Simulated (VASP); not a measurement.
A run of VASP 6.6.1 is set up as follows.

File POSCAR:

```
HfB
1.0
    0.0000000000      2.3100000000      2.3100000000
    2.3100000000      0.0000000000      2.3100000000
    2.3100000000      2.3100000000      0.0000000000
Hf B
1 1
Direct
    0.5000000000      0.5000000000      0.5000000000
    0.0000000000      0.0000000000      0.0000000000
```

File INCAR.step1:

```
SYSTEM = HfB
PREC = Accurate
ENCUT = 520
ISMEAR = -1
SIGMA = 0.05
LREAL = .FALSE.
LASPH = .TRUE.
NELM = 150
LNONCOLLINEAR = .TRUE.
MAGMOM = 0 0 0 0 0 0
LSORBIT = .TRUE.
GGA_COMPAT = .FALSE.
LMAXMIX = 4
NBANDS = 25
GGA = PE
ALGO = Normal
EDIFF = 1E-4
LWAVE = .TRUE.
LCHARG = .FALSE.
```

INCAR.step2

```
SYSTEM = HfB
PREC = Accurate
ENCUT = 520
EDIFF = 1E-6
ISMEAR = -1
SIGMA = 0.05
LREAL = .FALSE.
LASPH = .TRUE.
NELM = 150
ALGO = Normal
ISIF = 2
LWAVE = .FALSE.
LCHARG = .FALSE.
LNONCOLLINEAR = .TRUE.
MAGMOM = 0 0 0 0 0 0
LORBIT = 11
LSORBIT = .TRUE.
GGA_COMPAT = .FALSE.
LORBMOM = .TRUE.
LMAXMIX = 4
METAGGA = R2SCAN
LMIXTAU = .TRUE.
NBANDS = 25
ISTART = 1
```

File KPOINTS:

```
Automatic mesh
0
G
  7 7 7
  0 0 0
```

Potentials or basis: VASP PAW PBE potentials, release 64 (Hf_pv, B).

The run is started by

```console
$ cat potpaw_PBE.64/Hf_pv/POTCAR potpaw_PBE.64/B/POTCAR > POTCAR
$ cp INCAR.step1 INCAR
$ mpirun -np 1 vasp_ncl > vasp.out
$ cp INCAR.step2 INCAR
$ mpirun -np 1 vasp_ncl > vasp.out
```

Task: What does it give for the net moment?

Result: 0.00 μB per cell.

Task: Predict the pressure.

Result: 29.3 GPa.

Moments on the atoms (μB; x, y, z):
```
Hf  0.00 0.00 0.00
B   0.00 0.00 0.00
```

Caveat: the PAW data sets were made with another functional, which shifts forces and pressure a little.
